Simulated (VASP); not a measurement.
A run of VASP 6.6.1 is set up as follows.

The input POSCAR:

```
Nb
1.0
   -1.6686421440      1.6686421440      1.6686421440
    1.6686421440     -1.6686421440      1.6686421440
    1.6686421440      1.6686421440     -1.6686421440
Nb
1
Direct
    0.0000000000      0.0000000000      0.0000000000
```

The input INCAR.step1:

```
SYSTEM = Nb
PREC     = Accurate       ! precision mode
ENCUT    = 520            ! plane-wave cutoff, eV
ISMEAR   = 0              ! smearing method
SIGMA    = 0.1            ! smearing width, eV
LREAL    = .FALSE.        ! projectors in reciprocal space
LASPH    = .TRUE.         ! aspherical terms in the spheres
NELM     = 60             ! most SCF steps
NBANDS   = 12             ! bands
GGA      = PE             ! functional
ALGO     = Normal         ! electronic algorithm
EDIFF    = 1E-4           ! SCF threshold, eV
LWAVE    = .TRUE.         ! write WAVECAR
LCHARG   = .FALSE.        ! write CHGCAR
```

File INCAR.step2:

```
SYSTEM = Nb
PREC     = Accurate       ! precision mode
ENCUT    = 520            ! plane-wave cutoff, eV
EDIFF    = 1E-6           ! SCF threshold, eV
ISMEAR   = 0              ! smearing method
SIGMA    = 0.1            ! smearing width, eV
LREAL    = .FALSE.        ! projectors in reciprocal space
LASPH    = .TRUE.         ! aspherical terms in the spheres
NELM     = 60             ! most SCF steps
ALGO     = Normal         ! electronic algorithm
ISIF     = 2              ! what is computed and relaxed
LWAVE    = .FALSE.        ! write WAVECAR
LCHARG   = .TRUE.         ! write CHGCAR
METAGGA  = R2SCAN         ! meta-GGA
LMIXTAU  = .TRUE.       
LELF     = .TRUE.         ! ELF
LVHAR    = .TRUE.       
NBANDS   = 12             ! bands
ISTART   = 1
```

KPOINTS

```
Automatic mesh
0
G
  18 18 18
  0 0 0
```

Potentials or basis: VASP PAW PBE potentials, release 64 (Nb_sv).

Command:

```bash
$ cat potpaw_PBE.64/Nb_sv/POTCAR > POTCAR
$ cp INCAR.step1 INCAR
$ mpirun -np 1 vasp_std > vasp.out
$ cp INCAR.step2 INCAR
$ mpirun -np 1 vasp_std > vasp.out
```

Task: Predict the band gap on the k mesh.

Result: Zero (an odd number of electrons rules out a gap without spin polarisation).

Task: What does it give for the pressure?

Result: -5.1 GPa.

Caveat: the cell stands under tension; the PAW data sets were made with another functional, which shifts forces and pressure a little.
